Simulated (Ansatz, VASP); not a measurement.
Cu3O2: VASP beside Ansatz

INCAR

```
SYSTEM = Cu3O2
PREC = Accurate
ENCUT = 520
EDIFF = 1E-6
ISMEAR = -1
SIGMA = 0.05
LREAL = .FALSE.
LASPH = .TRUE.
NELM = 60
ALGO = Normal
ISIF = 2
LWAVE = .FALSE.
LCHARG = .TRUE.
GGA = PS
LELF = .TRUE.
LVHAR = .TRUE.
NBANDS = 30
```

The input KPOINTS:

```
Automatic mesh
0
G
  9 9 9
  0 0 0
```

File POSCAR:

```
Cu3O2
1.0
   -2.0496032371      2.0496032371      3.7219596096
    2.0496032371     -2.0496032371      3.7219596096
    2.0496032371      2.0496032371     -3.7219596096
Cu O
3 2
Direct
    0.0000000000      0.0000000000      0.0000000000
    0.7500000000      0.2500000000      0.5000000000
    0.2500000000      0.7500000000      0.5000000000
    0.5000000000      0.0000000000      0.5000000000
    0.0000000000      0.5000000000      0.5000000000
```

File input.yaml:

```yaml
crystal:
  lattice:
    - [-2.0496032371, 2.0496032371, 3.7219596096]
    - [2.0496032371, -2.0496032371, 3.7219596096]
    - [2.0496032371, 2.0496032371, -3.7219596096]
  atoms:
    - { symbol: Cu, position: [0.0, 0.0, 0.0] }
    - { symbol: Cu, position: [0.75, 0.25, 0.5] }
    - { symbol: Cu, position: [0.25, 0.75, 0.5] }
    - { symbol: O, position: [0.5, 0.0, 0.5] }
    - { symbol: O, position: [0.0, 0.5, 0.5] }
kpoints:
  mp_grid: { grid: [9, 9, 9] }
scf:
  occupations: { method: fermi_dirac, width: 0.05 }
hamiltonian:
  xc: pbesol
  pseudopotentials: { kind: all_electron, lapw: { basis_error: 0.001 } }
output:
  forces: true
  stress: true
  eigenvalues: true
```

Change from the starting cell: volume scaled by 1.04.

Alike in both runs: task single point; functional PBEsol; k mesh 9 × 9 × 9; occupations fermi-dirac, width 0.05 eV; no spin polarisation.

```csv
,VASP,Ansatz
version,VASP 6.6.1,Ansatz 0.2.0
potentials or method,"VASP PAW PBE potentials, release 64 (Cu, O), cutoff 520 eV","all-electron LAPW, scalar-relativistic"
```

Ansatz gave:

* gap on the k mesh at the Fermi level (eV): none
* pressure (GPa): -10.5
* traceless stress, the component that is largest in VASP (GPa): -5.60

Task: Which values does VASP return?

Result: gap on the k mesh at the Fermi level (eV): none; pressure (GPa): -9.9; traceless stress, the component that is largest in VASP (GPa): -4.95.

VASP's potentials were made for PBE, not for PBEsol. A gap of «none» marks a metal or a gap that the smearing closes. Ansatz ran all-electron here, and VASP with PAW potentials.
